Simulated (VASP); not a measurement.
# HfB (Fm-3m) in VASP: notebook, part 2 of 2

VASP 6.6.1. The steps go on from the part before.

**3. Electric field gradients, LDA (12.08 Å³/atom)**

This run uses another cell than the first one, of 12.08 Å³/atom.

File INCAR:

```
SYSTEM = HfB
PREC = Accurate ; ENCUT = 520
EDIFF = 1E-8 ; ISMEAR = -1
SIGMA = 0.05 ; LREAL = .False.
LASPH = .True. ; NELM = 80
ALGO = Normal ; ISIF = 2
LWAVE = .False. ; LCHARG = .False.
LEFG = .True. ; NBANDS = 14
```

File KPOINTS:

```
regular mesh
0
Gamma
  15 15 15
  0 0 0
```

File POSCAR:

```
HfB
1.0
    0.0000000000      2.2944961772      2.2944961772
    2.2944961772      0.0000000000      2.2944961772
    2.2944961772      2.2944961772      0.0000000000
Hf B
1 1
Direct
    0.5000000000      0.5000000000      0.5000000000
    0.0000000000      0.0000000000      0.0000000000
```

Potentials or basis: VASP PAW LDA potentials, release 64 (Hf_pv, B).

Command:

```sh
cat potpaw_LDA.64/Hf_pv/POTCAR potpaw_LDA.64/B/POTCAR > POTCAR
mpirun -np 1 vasp_std > vasp.out
```

OUTCAR:

```text
SYSTEM = HfB
   PREC = Accurate
   ENCUT = 520
   EDIFF = 1E-8
   ISMEAR = -1
   LREAL = .False.
   LASPH = .True.
   NELM = 80
   ISIF = 2

 ion  position               nearest neighbor table
   1  0.500  0.500  0.500-   2 2.29   2 2.29   2 2.29   2 2.29   2 2.29   2 2.29
   2  0.000  0.000  0.000-   1 2.29   1 2.29   1 2.29   1 2.29   1 2.29   1 2.29

  LATTYP: Found a face centered cubic cell.
 ALAT       =     4.5889923544

  Lattice vectors:

 A1 = (   0.0000000000,   2.2944961772,   2.2944961772)
 A2 = (   2.2944961772,   0.0000000000,   2.2944961772)
 A3 = (   2.2944961772,   2.2944961772,   0.0000000000)

Analysis of symmetry for initial positions (statically):
=====================================================================
 Subroutine PRICEL returns:
 Original cell was already a primitive cell.

 Routine SETGRP: Setting up the symmetry group for a
 face centered cubic supercell.

 Subroutine GETGRP returns: Found 48 space group operations
 (whereof 48 operations were pure point group operations)
 out of a pool of 48 trial point group operations.

The static configuration has the point symmetry O_h .

Analysis of symmetry for dynamics (positions and initial velocities):
=====================================================================
 Subroutine PRICEL returns:
 Original cell was already a primitive cell.

 Routine SETGRP: Setting up the symmetry group for a
 face centered cubic supercell.

 Subroutine GETGRP returns: Found 48 space group operations
 (whereof 48 operations were pure point group operations)
 out of a pool of 48 trial point group operations.

The dynamic configuration has the point symmetry O_h .

 Subroutine INISYM returns: Found 48 space group operations
 (whereof 48 operations are pure point group operations),
 and found     1 'primitive' translations

----------------------------------------------------------------------------------------

                                     Primitive cell

  volume of cell :      24.1597

  direct lattice vectors                    reciprocal lattice vectors
     0.000000000  2.294496177  2.294496177    -0.217912762  0.217912762  0.217912762
     2.294496177  0.000000000  2.294496177     0.217912762 -0.217912762  0.217912762
     2.294496177  2.294496177  0.000000000     0.217912762  0.217912762 -0.217912762

  length of vectors
     3.244907613  3.244907613  3.244907613     0.377435976  0.377435976  0.377435976

  position of ions in fractional coordinates (direct lattice)
     0.500000000  0.500000000  0.500000000
     0.000000000  0.000000000  0.000000000

  ion indices of the primitive-cell ions
   primitive index   ion index
                 1           1
                 2           2

----------------------------------------------------------------------------------------

 KPOINTS: regular mesh

Automatic generation of k-mesh.
 Grid dimensions read from file:
 generate k-points for:   15   15   15

 Generating k-lattice:

[... 79 lines left out ...]
   IMIX   =      4    mixing-type and parameters
     AMIX     =   0.40;   BMIX     =  1.00
     AMIX_MAG =   1.60;   BMIX_MAG =  1.00
  volume/ion in A,a.u.               =      12.08        81.52
  Fermi-wavevector in a.u.,A,eV,Ry     =   1.331553  2.516271 24.123601  1.773035
  Thomas-Fermi vector in A             =   2.460556
   LORBIT       =      0    0 simple, 1 ext, 2 COOP (PROOUT), +10 PAW based schemes
   GGA     = CA    functional components
   LHFCALC =     F    Hartree Fock is set to
   AEXX    =    0.0000 exact exchange contribution
   IVDW    =     0    specifies the selected vdW correction
   LEPSILON=     F    determine dielectric tensor
   LRPA    =     F    only Hartree local field effects (RPA)
 non-spin polarized calculation
  energy-cutoff  :      520.00
  volume of cell :       24.16
 maximum number of plane-waves:       663
   NGX = 13   NGY = 13   NGZ = 13

 number of electron      13.0000002 magnetization

 Free energy of the ion-electron system (eV)
  ---------------------------------------------------
  ext. energy  EPLUGINS =         0.00000000
  ---------------------------------------------------
  free energy    TOTEN  =       -18.80592150 eV

  energy without entropy =      -18.79782135  energy(sigma->0) =      -18.80187143

 E-fermi :   5.2352     XC(G=0): -12.5484

 val. band max:        5.2040374528   @ k =  -0.1333   0.2000   0.0667
 cond. band min:       5.2648351843   @ k =   0.4000   0.2667   0.1333
 fundamental gap:      0.0607977315
 Fermi energy:         5.2352163471

 k-point     1 :       0.0000    0.0000    0.0000
  band No.  band energies     occupation
      1     -22.8339      2.00000
      2     -22.8339      2.00000
      3     -22.8339      2.00000
      4      -4.2685      2.00000
      5       7.3630      0.00000
      6       7.3630      0.00000
      7       7.3630      0.00000
      8       9.2528      0.00000
      9       9.2528      0.00000
     10       9.2528      0.00000
     11       9.4637      0.00000
     12       9.4637      0.00000
     13      17.0631      0.00000
     14      18.6586      0.00000
[... 377 lines left out ...]
      1     -23.0623      2.00000
      2     -22.9049      2.00000
      3     -22.8961      2.00000
      4      -3.1515      2.00000
      5       4.7423      1.99990
      6       5.8682      0.00001
      7       6.5933      0.00000
      8       7.1931      0.00000
      9       9.7564      0.00000
     10      11.1337      0.00000
     11      11.7560      0.00000
     12      14.6392      0.00000
     13      19.5699      0.00000
     14      19.6821      0.00000

 [... further k-points ...]

------------------------ aborting loop because EDIFF is reached ----------------------------------------

  FORCE on cell =-STRESS in cart. coord.  units (eV):
  Direction    XX          YY          ZZ          XY          YZ          ZX
  --------------------------------------------------------------------------------------
  -------------------------------------------------------------------------------------
  Total        3.8599539      3.8599539      3.8599539      0.0000000      0.0000000      0.0000000
  in kB      255.9768522    255.9768522    255.9768522      0.0000000      0.0000000      0.0000000
  external PRESSURE =     255.9768522 kB  Pullay stress =       0.0000000 kB

 VOLUME and BASIS-vectors are now :
 -----------------------------------------------------------------------------
  energy-cutoff  :      520.00
  volume of cell :       24.16
      direct lattice vectors                 reciprocal lattice vectors
     0.000000000  2.294496177  2.294496177    -0.217912762  0.217912762  0.217912762
     2.294496177  0.000000000  2.294496177     0.217912762 -0.217912762  0.217912762
     2.294496177  2.294496177  0.000000000     0.217912762  0.217912762 -0.217912762

 POSITION                                       TOTAL-FORCE (eV/Angst)
 -----------------------------------------------------------------------------------
      2.29450      2.29450      2.29450         0.000000      0.000000      0.000000
      0.00000      0.00000      0.00000        -0.000000     -0.000000     -0.000000
 -----------------------------------------------------------------------------------
    total drift:                               -0.000000     -0.000000      0.000000

  FREE ENERGIE OF THE ION-ELECTRON SYSTEM (eV)
  ---------------------------------------------------
  free  energy   TOTEN  =       -18.8059214995 eV

  energy  without entropy=      -18.7978213524  energy(sigma->0) =      -18.80187143

 Electric field gradients (V/A^2)
---------------------------------------------------------------------
 ion       V_xx      V_yy      V_zz      V_xy      V_xz      V_yz
---------------------------------------------------------------------
   1       0.000    -0.000    -0.000    -0.000    -0.000    -0.000
   2       0.000     0.000     0.000     0.000     0.000     0.000
---------------------------------------------------------------------

 Electric field gradients after diagonalization (V/A^2)
 (convention: |V_zz| > |V_xx| > |V_yy|)
----------------------------------------------------------------------
 ion       V_xx      V_yy      V_zz     asymmetry (V_yy - V_xx)/ V_zz
----------------------------------------------------------------------
   1       0.000     0.000    -0.000       0.000
   2      -0.000    -0.000     0.000       0.000
----------------------------------------------------------------------

           NMR quadrupolar parameters

 Cq : quadrupolar parameter    Cq=e*Q*V_zz/h
 eta: asymmetry parameters     (V_yy - V_xx)/ V_zz
 Q  : nuclear electric quadrupole moment in mb (millibarn)
----------------------------------------------------------------------
 ion       Cq(MHz)       eta       Q (mb)
----------------------------------------------------------------------
   1      -0.000       0.000       1.000
   2       0.000       0.000       1.000
----------------------------------------------------------------------
```

OSZICAR:

```text
N       E                     dE             d eps       ncg     rms          rms(c)
DAV:   1     0.209394175098E+02    0.20939E+02   -0.70527E+03  3384   0.876E+02
DAV:   2    -0.195084105185E+02   -0.40448E+02   -0.38395E+02  4224   0.195E+02
DAV:   3    -0.204727678414E+02   -0.96436E+00   -0.95899E+00  4188   0.207E+01
DAV:   4    -0.204758313784E+02   -0.30635E-02   -0.30634E-02  3894   0.144E+00
DAV:   5    -0.204758468041E+02   -0.15426E-04   -0.15425E-04  4310   0.922E-02    0.695E+01
DAV:   6    -0.188546869992E+02    0.16212E+01   -0.26239E+00  4194   0.996E+00    0.438E+01
DAV:   7    -0.188605147887E+02   -0.58278E-02   -0.13786E+00  4266   0.615E+00    0.897E+00
DAV:   8    -0.188060986265E+02    0.54416E-01   -0.18367E-01  3888   0.261E+00    0.721E-01
DAV:   9    -0.188059307066E+02    0.16792E-03   -0.76287E-03  4100   0.628E-01    0.215E-01
DAV:  10    -0.188059223179E+02    0.83886E-05   -0.79550E-05  4104   0.658E-02    0.167E-01
DAV:  11    -0.188059222502E+02    0.67753E-07   -0.82900E-06  4074   0.194E-02    0.434E-02
DAV:  12    -0.188059215040E+02    0.74620E-06   -0.20243E-06  3924   0.963E-03    0.497E-03
DAV:  13    -0.188059214994E+02    0.45700E-08   -0.11946E-07  4224   0.270E-03    0.343E-04
DAV:  14    -0.188059214995E+02   -0.11642E-09   -0.69548E-10  2220   0.213E-04
   1 F= -.18805921E+02 E0= -.18801871E+02  d E =-.810015E-02
```

Wall time 38 s (1 thread of Intel Xeon 8259CL, shared host); peak memory 0.16 GiB.

Results:

```yaml
Free_energy: -18.8059 eV
Pressure: 25.6 GPa
Band_gap_on_the_k_mesh: zero (an odd number of electrons rules out a gap without spin polarisation)
Largest_electric_field_gradient_by_atom: zero within the noise of the run
```

Caveat: the cell stands under pressure; spin-orbit coupling is left out, which moves the levels of the heavy elements.

**4. Electric field gradients, LDA (12.08 Å³/atom)**

This run uses another cell than the first one, of 12.08 Å³/atom.

File INCAR:

```
  PREC = Accurate
  ENCUT = 520
  EDIFF = 1E-8
  ISMEAR = -1
  SIGMA = 0.05
  LREAL = F
  LASPH = T
  NELM = 60
  ALGO = Normal
  ISIF = 2
  LWAVE = F
  LCHARG = F
  LEFG = T
  NBANDS = 14
```

File KPOINTS:

```
Automatic mesh
0
Gamma
  15 15 15
```

POSCAR is that of step 3.

Potentials or basis: VASP PAW LDA potentials, release 64 (Hf_pv, B).

Command:

```sh
cat potpaw_LDA.64/Hf_pv/POTCAR potpaw_LDA.64/B/POTCAR > POTCAR
mpirun -np 1 vasp_std > vasp.out
```

OUTCAR:

```text
PREC = Accurate
   ENCUT = 520
   EDIFF = 1E-8
   ISMEAR = -1
   LREAL = F
   LASPH = T
   NELM = 60
   ISIF = 2

 ion  position               nearest neighbor table
   1  0.500  0.500  0.500-   2 2.29   2 2.29   2 2.29   2 2.29   2 2.29   2 2.29
   2  0.000  0.000  0.000-   1 2.29   1 2.29   1 2.29   1 2.29   1 2.29   1 2.29

  LATTYP: Found a face centered cubic cell.
 ALAT       =     4.5889923544

  Lattice vectors:

 A1 = (   0.0000000000,   2.2944961772,   2.2944961772)
 A2 = (   2.2944961772,   0.0000000000,   2.2944961772)
 A3 = (   2.2944961772,   2.2944961772,   0.0000000000)

Analysis of symmetry for initial positions (statically):
=====================================================================
 Subroutine PRICEL returns:
 Original cell was already a primitive cell.

 Routine SETGRP: Setting up the symmetry group for a
 face centered cubic supercell.

 Subroutine GETGRP returns: Found 48 space group operations
[... 595 lines left out ...]
      direct lattice vectors                 reciprocal lattice vectors
     0.000000000  2.294496177  2.294496177    -0.217912762  0.217912762  0.217912762
     2.294496177  0.000000000  2.294496177     0.217912762 -0.217912762  0.217912762
     2.294496177  2.294496177  0.000000000     0.217912762  0.217912762 -0.217912762

 POSITION                                       TOTAL-FORCE (eV/Angst)
 -----------------------------------------------------------------------------------
      2.29450      2.29450      2.29450         0.000000      0.000000      0.000000
      0.00000      0.00000      0.00000        -0.000000     -0.000000     -0.000000
 -----------------------------------------------------------------------------------
    total drift:                               -0.000000     -0.000000      0.000000

  FREE ENERGIE OF THE ION-ELECTRON SYSTEM (eV)
  ---------------------------------------------------
  free  energy   TOTEN  =       -18.8059214995 eV

  energy  without entropy=      -18.7978213524  energy(sigma->0) =      -18.80187143

 Electric field gradients (V/A^2)
---------------------------------------------------------------------
 ion       V_xx      V_yy      V_zz      V_xy      V_xz      V_yz
---------------------------------------------------------------------
   1       0.000    -0.000    -0.000    -0.000    -0.000    -0.000
   2       0.000     0.000     0.000     0.000     0.000     0.000
---------------------------------------------------------------------

 Electric field gradients after diagonalization (V/A^2)
 (convention: |V_zz| > |V_xx| > |V_yy|)
----------------------------------------------------------------------
 ion       V_xx      V_yy      V_zz     asymmetry (V_yy - V_xx)/ V_zz
----------------------------------------------------------------------
   1       0.000     0.000    -0.000       0.000
   2      -0.000    -0.000     0.000       0.000
----------------------------------------------------------------------

           NMR quadrupolar parameters

 Cq : quadrupolar parameter    Cq=e*Q*V_zz/h
 eta: asymmetry parameters     (V_yy - V_xx)/ V_zz
 Q  : nuclear electric quadrupole moment in mb (millibarn)
----------------------------------------------------------------------
 ion       Cq(MHz)       eta       Q (mb)
----------------------------------------------------------------------
   1      -0.000       0.000       1.000
   2       0.000       0.000       1.000
----------------------------------------------------------------------
```

OSZICAR:

```text
N       E                     dE             d eps       ncg     rms          rms(c)
DAV:   1     0.209394175098E+02    0.20939E+02   -0.70527E+03  3384   0.876E+02
DAV:   2    -0.195084105185E+02   -0.40448E+02   -0.38395E+02  4224   0.195E+02
DAV:   3    -0.204727678414E+02   -0.96436E+00   -0.95899E+00  4188   0.207E+01
DAV:   4    -0.204758313784E+02   -0.30635E-02   -0.30634E-02  3894   0.144E+00
DAV:   5    -0.204758468041E+02   -0.15426E-04   -0.15425E-04  4310   0.922E-02    0.695E+01
DAV:   6    -0.188546869992E+02    0.16212E+01   -0.26239E+00  4194   0.996E+00    0.438E+01
DAV:   7    -0.188605147887E+02   -0.58278E-02   -0.13786E+00  4266   0.615E+00    0.897E+00
DAV:   8    -0.188060986265E+02    0.54416E-01   -0.18367E-01  3888   0.261E+00    0.721E-01
DAV:   9    -0.188059307066E+02    0.16792E-03   -0.76287E-03  4100   0.628E-01    0.215E-01
DAV:  10    -0.188059223179E+02    0.83886E-05   -0.79550E-05  4104   0.658E-02    0.167E-01
DAV:  11    -0.188059222502E+02    0.67753E-07   -0.82900E-06  4074   0.194E-02    0.434E-02
DAV:  12    -0.188059215040E+02    0.74620E-06   -0.20243E-06  3924   0.963E-03    0.497E-03
DAV:  13    -0.188059214994E+02    0.45700E-08   -0.11946E-07  4224   0.270E-03    0.343E-04
DAV:  14    -0.188059214995E+02   -0.11642E-09   -0.69548E-10  2220   0.213E-04
   1 F= -.18805921E+02 E0= -.18801871E+02  d E =-.810015E-02
```

stdout:

```text
POSCAR found type information on POSCAR HfB
 POSCAR found :  2 types and       2 ions
 scaLAPACK will be used
 LDA part: xc-table for (Slater(with rela. corr.)+CA(PZ))
 , standard interpolation
 POSCAR, INCAR and KPOINTS ok, starting setup
 FFT: planning ... GRIDC
 FFT: planning ... GRID_SOFT
 FFT: planning ... GRID
 WAVECAR not read
 entering main loop
ion   1

ion   2
```

It took 49 s on 1 thread of Intel Xeon 8259CL, shared host; peak memory 0.16 GiB.

What came out:

```
Free energy                             : -18.8059 eV
Pressure                                : 25.6 GPa
Band gap on the k mesh                  : zero (an odd number of electrons rules out a gap without spin polarisation)
Largest electric field gradient by atom : zero within the noise of the run
```

Levels at points of the mesh, in eV from the Fermi level:
```tsv
k point	band 4	band 5	band 6	band 7	band 8	band 9	band 10	band 11
(0.00, 0.00, 0.00)	-9.50	2.13	2.13	2.13	4.02	4.02	4.02	4.23
```

Caveat: the cell stands under pressure; spin-orbit coupling is left out, which moves the levels of the heavy elements.
